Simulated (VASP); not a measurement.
# Sn (Immm) in VASP: a series of runs

Sn is run at these levels: PBE; tasks: single point.

Program: VASP 6.6.1. These are calculated values, not measurements. Logs are shortened: lines on timing, memory, paths and dates and some standing lists are left out, and cuts for length are marked.

## Step 1: The cell of the first run

The structure is orthorhombic, space group Immm (No. 71). The conventional cell has a = 3.453 Å, b = 3.551 Å, c = 4.677 Å, α = 90.00°, β = 90.00°, γ = 90.00°. Sn (site symmetry mmm) has 12 Sn at 3.41 to 3.55 Å within 4.5 Å.

## Step 2: Single point, PBE

Contents of INCAR:

```
ALGO = Fast
EDIFF = 1E-6
ENCUT = 520
GGA = PE
ISIF = 2
ISMEAR = 0
LASPH = T
LCHARG = T
LELF = T
LREAL = F
LVHAR = T
LWAVE = F
NBANDS = 13
NELM = 60
PREC = Accurate
SIGMA = 0.026000000000000002
```

Contents of KPOINTS:

```
k-points
0
Gamma
  11 11 11
```

Contents of POSCAR:

```
Sn
1.0
   -1.7265390000      1.7755470000      2.3383420000
    1.7265390000     -1.7755470000      2.3383420000
    1.7265390000      1.7755470000     -2.3383420000
Sn
1
Direct
    0.0000000000      0.0000000000      0.0000000000
```

Potentials or basis: VASP PAW PBE potentials, release 64 (Sn_d).

Run with:

```console
> cat potpaw_PBE.64/Sn_d/POTCAR > POTCAR
> mpirun -np 1 vasp_std > vasp.out
```

OUTCAR:

```text
EDIFF = 1E-6
   ENCUT = 520
   GGA = PE
   ISIF = 2
   ISMEAR = 0
   LASPH = T
   LREAL = F
   NELM = 60
   PREC = Accurate

 ion  position               nearest neighbor table
   1  0.000  0.000  0.000-

  LATTYP: Found a body centered orthorhombic cell.
 ALAT       =     3.4530780000
 B/A-ratio  =     1.0283851103
 C/A-ratio  =     1.3543522620

  Lattice vectors:

 A1 = (  -1.7265390000,   1.7755470000,   2.3383420000)
 A2 = (   1.7265390000,  -1.7755470000,   2.3383420000)
 A3 = (   1.7265390000,   1.7755470000,  -2.3383420000)

Analysis of symmetry for initial positions (statically):
=====================================================================
 Subroutine PRICEL returns:
 Original cell was already a primitive cell.

 Routine SETGRP: Setting up the symmetry group for a
 body centered orthorhombic supercell.

 Subroutine GETGRP returns: Found  8 space group operations
 (whereof  8 operations were pure point group operations)
 out of a pool of  8 trial point group operations.

The static configuration has the point symmetry D_2h.

Analysis of symmetry for dynamics (positions and initial velocities):
=====================================================================
 Subroutine PRICEL returns:
 Original cell was already a primitive cell.

 Routine SETGRP: Setting up the symmetry group for a
 body centered orthorhombic supercell.

 Subroutine GETGRP returns: Found  8 space group operations
 (whereof  8 operations were pure point group operations)
 out of a pool of  8 trial point group operations.

The dynamic configuration has the point symmetry D_2h.

 Subroutine INISYM returns: Found  8 space group operations
 (whereof  8 operations are pure point group operations),
 and found     1 'primitive' translations

----------------------------------------------------------------------------------------

                                     Primitive cell

  volume of cell :      28.6732

  direct lattice vectors                    reciprocal lattice vectors
    -1.726539000  1.775547000  2.338342000     0.000000000  0.281603359  0.213826720
     1.726539000 -1.775547000  2.338342000     0.289596702  0.000000000  0.213826720
     1.726539000  1.775547000 -2.338342000     0.289596702  0.281603359  0.000000000

  length of vectors
     3.406075069  3.406075069  3.406075069     0.353584952  0.359983494  0.403938983

  position of ions in fractional coordinates (direct lattice)
     0.000000000  0.000000000  0.000000000

  ion indices of the primitive-cell ions
   primitive index   ion index
                 1           1

----------------------------------------------------------------------------------------

 KPOINTS: k-points

Automatic generation of k-mesh.
 Grid dimensions read from file:
 generate k-points for:   11   11   11

 Generating k-lattice:

  Cartesian coordinates                     Fractional coordinates (reciprocal lattice)
     0.000000000  0.025600305  0.019438793     0.090909091  0.000000000 -0.000000000
     0.026326973  0.000000000  0.019438793     0.000000000  0.090909091  0.000000000
     0.026326973  0.025600305  0.000000000    -0.000000000  0.000000000  0.090909091

  Length of vectors
     0.032144087  0.032725772  0.036721726

  Shift w.r.t. Gamma in fractional coordinates (k-lattice)
     0.000000000  0.000000000  0.000000000

 Subroutine IBZKPT returns following result:
 ===========================================

 Found    216 irreducible k-points:

 Following reciprocal coordinates:
            Coordinates               Weight
  0.000000  0.000000  0.000000      1.000000
  0.090909  0.000000  0.000000      4.000000
  0.181818 -0.000000  0.000000      4.000000
  0.272727  0.000000  0.000000      4.000000
  0.363636 -0.000000  0.000000      4.000000
  0.454545  0.000000  0.000000      4.000000
[... 16 lines left out ...]
  0.454545  0.181818  0.000000      8.000000
 -0.454545  0.181818  0.000000      8.000000
 [... further k-points ...]
   k-points           NKPTS =    216   k-points in BZ     NKDIM =    216   number of bands    NBANDS=     13
   number of dos      NEDOS =    301   number of ions     NIONS =      1
   total plane-waves  NPLWV =  21952
   dimension x,y,z NGX =    28 NGY =   28 NGZ =   28
   dimension x,y,z NGXF=    56 NGYF=   56 NGZF=   56
   ions per type =               1
   NGX,Y,Z   is equivalent  to a cutoff of  13.67, 13.67, 13.67 a.u.
   NGXF,Y,Z  is equivalent  to a cutoff of  27.33, 27.33, 27.33 a.u.
 SYSTEM =  unknown system
   PREC   = accura    normal or accurate (medium, high low for compatibility)
   ISTART =      0    job   : 0-new  1-cont  2-samecut
   ICHARG =      2    charge: 1-file 2-atom 10-const
   ISPIN  =      1    spin polarized calculation?
   LNONCOLLINEAR =      F non collinear calculations
   LSORBIT =      F    spin-orbit coupling
   LASPH  =      T    aspherical Exc in radial PAW
   ENCUT  =  520.0 eV  38.22 Ry    6.18 a.u.   6.33  6.33  6.33*2*pi/ulx,y,z
   NELM   =     60;   NELMIN=  2; NELMDL= -5     # of ELM steps
   EDIFF  = 0.1E-05   stopping-criterion for ELM
   LREAL  =      F    real-space projection
   EDIFFG = 0.1E-04   stopping-criterion for IOM
   NSW    =      0    number of steps for IOM
   IBRION =     -1    ionic relax: 0-MD 1-quasi-New 2-CG
   NFREE  =      0    steps in history (QN), initial steepest desc. (CG)
   ISIF   =      2    stress and relaxation
   ISYM   =      2    0-nonsym 1-usesym 2-fastsym
   POTIM  = 0.5000    time-step for ionic-motion
   TEBEG  =    0.0;   TEEND  =   0.0 temperature during run
   PSTRESS=    0.0 pullay stress
   NELECT =      14.0000    total number of electrons
   NUPDOWN=      -1.0000    fix difference up-down
   EMIN   =  10.00;   EMAX   =-10.00  energy-range for DOS
   EFERMI =   0.00;   METHOD = LEGACY
   ISMEAR =     0;   SIGMA  =   0.03  broadening in eV -4-tet -1-fermi 0-gaus
   EFERMI_NEDOS =   21; number of points for ismear=-14 and -15
   IALGO  =     68    algorithm
   IMIX   =      4    mixing-type and parameters
     AMIX     =   0.40;   BMIX     =  1.00
     AMIX_MAG =   1.60;   BMIX_MAG =  1.00
  volume/ion in A,a.u.               =      28.67       193.50
  Fermi-wavevector in a.u.,A,eV,Ry     =   1.289116  2.436076 22.610433  1.661820
  Thomas-Fermi vector in A             =   2.421028
   LORBIT       =      0    0 simple, 1 ext, 2 COOP (PROOUT), +10 PAW based schemes
   GGA     = PE    functional components
   LHFCALC =     F    Hartree Fock is set to
   AEXX    =    0.0000 exact exchange contribution
   IVDW    =     0    specifies the selected vdW correction
   LEPSILON=     F    determine dielectric tensor
   LRPA    =     F    only Hartree local field effects (RPA)
 non-spin polarized calculation
 RMM-DIIS sequential band-by-band and
 Gauss-broadening in eV      SIGMA  =   0.03
  energy-cutoff  :      520.00
  volume of cell :       28.67
 maximum number of plane-waves:       788
 NGX is ok and might be reduce to    28
   NGX = 13   NGY = 13   NGZ = 13

 number of electron      13.9999998 magnetization

 Free energy of the ion-electron system (eV)
  ---------------------------------------------------
  ext. energy  EPLUGINS =         0.00000000
  ---------------------------------------------------
  free energy    TOTEN  =        -3.78625927 eV

  energy without entropy =       -3.78605802  energy(sigma->0) =       -3.78615864

 E-fermi :   7.5265     XC(G=0): -10.1143

 val. band max:        7.5007922659   @ k =   0.1818   0.1818   0.1818
 cond. band min:       7.5326370287   @ k =  -0.1818   0.3636   0.0000
 fundamental gap:      0.0318447628
 Fermi energy:         7.5264734351

 k-point     1 :       0.0000    0.0000    0.0000
  band No.  band energies     occupation
      1     -14.0513      2.00000
      2     -14.0357      2.00000
      3     -14.0166      2.00000
      4     -13.9880      2.00000
      5     -13.9529      2.00000
      6      -3.2499      2.00000
      7      14.5422      0.00000
      8      14.6861      0.00000
      9      15.0917      0.00000
     10      18.1243      0.00000
     11      18.6351      0.00000
     12      19.1448      0.00000
     13      19.3030      0.00000

 k-point     2 :       0.0909    0.0000    0.0000
  band No.  band energies     occupation
      1     -14.0475      2.00000
      2     -14.0302      2.00000
      3     -14.0153      2.00000
      4     -13.9863      2.00000
      5     -13.9538      2.00000
      6      -3.0904      2.00000
      7      12.9774      0.00000
      8      14.4888      0.00000
      9      14.7844      0.00000
     10      17.4936      0.00000
     11      19.2371      0.00000
     12      19.7075      0.00000
     13      20.7342      0.00000

 k-point     3 :       0.1818   -0.0000    0.0000
  band No.  band energies     occupation
      1     -14.0398      2.00000
      2     -14.0235      2.00000
      3     -14.0124      2.00000
      4     -13.9736      2.00000
      5     -13.9533      2.00000
      6      -2.6123      2.00000
      7      10.2675      0.00000
      8      14.1476      0.00000
      9      14.1765      0.00000
     10      17.1478      0.00000
     11      19.6384      0.00000
     12      19.6402      0.00000
     13      20.5565      0.00000
[... 305 lines left out ...]
 k-point    23 :       0.4545    0.1818    0.0000
  band No.  band energies     occupation
      1     -14.0452      2.00000
      2     -14.0061      2.00000
      3     -13.9885      2.00000
      4     -13.9376      2.00000
      5     -13.9091      2.00000
      6       1.1276      2.00000
      7       3.8076      2.00000
      8       9.3703      0.00000
      9      11.9796      0.00000
     10      15.1775      0.00000
     11      19.8623      0.00000
     12      21.1344      0.00000
     13      22.8127      0.00000

 k-point    24 :      -0.4545    0.1818    0.0000
  band No.  band energies     occupation
      1     -14.0508      2.00000
      2     -14.0115      2.00000
      3     -13.9841      2.00000
      4     -13.9459      2.00000
      5     -13.9073      2.00000
      6       0.1297      2.00000
      7       5.2453      2.00000
      8       9.9836      0.00000
      9      11.6671      0.00000
     10      14.8934      0.00000
     11      19.9231      0.00000
     12      20.9641      0.00000
     13      22.3626      0.00000

 [... further k-points ...]
[... 5 lines left out ...]
  --------------------------------------------------------------------------------------
  -------------------------------------------------------------------------------------
  Total       -0.0441684     -0.4023764     -0.0994838     -0.0000000      0.0000000      0.0000000
  in kB       -2.4680053    -22.4836348     -5.5588680     -0.0000000      0.0000000      0.0000000
  external PRESSURE =     -10.1701694 kB  Pullay stress =       0.0000000 kB

 VOLUME and BASIS-vectors are now :
 -----------------------------------------------------------------------------
  energy-cutoff  :      520.00
  volume of cell :       28.67
      direct lattice vectors                 reciprocal lattice vectors
    -1.726539000  1.775547000  2.338342000     0.000000000  0.281603359  0.213826720
     1.726539000 -1.775547000  2.338342000     0.289596702  0.000000000  0.213826720
     1.726539000  1.775547000 -2.338342000     0.289596702  0.281603359  0.000000000

 POSITION                                       TOTAL-FORCE (eV/Angst)
 -----------------------------------------------------------------------------------
      0.00000      0.00000      0.00000         0.000000      0.000000      0.000000
 -----------------------------------------------------------------------------------
    total drift:                               -0.000000     -0.000000     -0.000000

  FREE ENERGIE OF THE ION-ELECTRON SYSTEM (eV)
  ---------------------------------------------------
  free  energy   TOTEN  =        -3.7862592690 eV

  energy  without entropy=       -3.7860580154  energy(sigma->0) =       -3.78615864
```

Wall time 2.1 min (1 thread of Intel Xeon 8259CL, shared host); peak memory 0.21 GiB.

What came out:

```yaml
Free_energy: -3.7863 eV
Pressure: -1.0 GPa
Band_gap_on_the_k_mesh: zero (band 7 reaches 14.54 eV, above the bottom of band 8 at 5.75 eV)
```

Caveat: spin-orbit coupling is left out, which moves the levels of the heavy elements.

## Step 3: Single point, PBE

Contents of INCAR:

```
PREC = Accurate ; ENCUT = 520
EDIFF = 1E-7 ; ISMEAR = 0
SIGMA = 0.013000000000000001 ; LREAL = F
LASPH = T ; NELM = 60
ALGO = Fast ; ISIF = 2
LWAVE = F ; LCHARG = F
GGA = PE ; NBANDS = 13
```

Contents of KPOINTS:

```
Automatic mesh
0
Gamma
  11 11 11
```

POSCAR is that of step 2.

Potentials or basis: VASP PAW PBE potentials, release 64 (Sn_d).

Run with:

```console
> cat potpaw_PBE.64/Sn_d/POTCAR > POTCAR
> mpirun -np 1 vasp_std > vasp.out
```

Wall time 2.3 min (1 thread of Intel Xeon 8259CL, shared host); peak memory 0.21 GiB.

The run converged. Its results:

```
Free energy            : -3.7862 eV
Pressure               : -1.1 GPa
Band gap on the k mesh : zero (band 7 reaches 14.54 eV, above the bottom of band 8 at 5.75 eV)
```

Stress tensor (GPa, compression positive):
```
-0.30  0.00  0.00
 0.00 -2.31  0.00
 0.00  0.00 -0.60
```

Levels at points of the mesh, in eV from the Fermi level:
```tsv
k point	band 5	band 6	band 7	band 8	band 9	band 10
(0.00, 0.00, 0.00)	-21.48	-10.78	7.01	7.16	7.56	10.60
```

Caveat: spin-orbit coupling is left out, which moves the levels of the heavy elements.
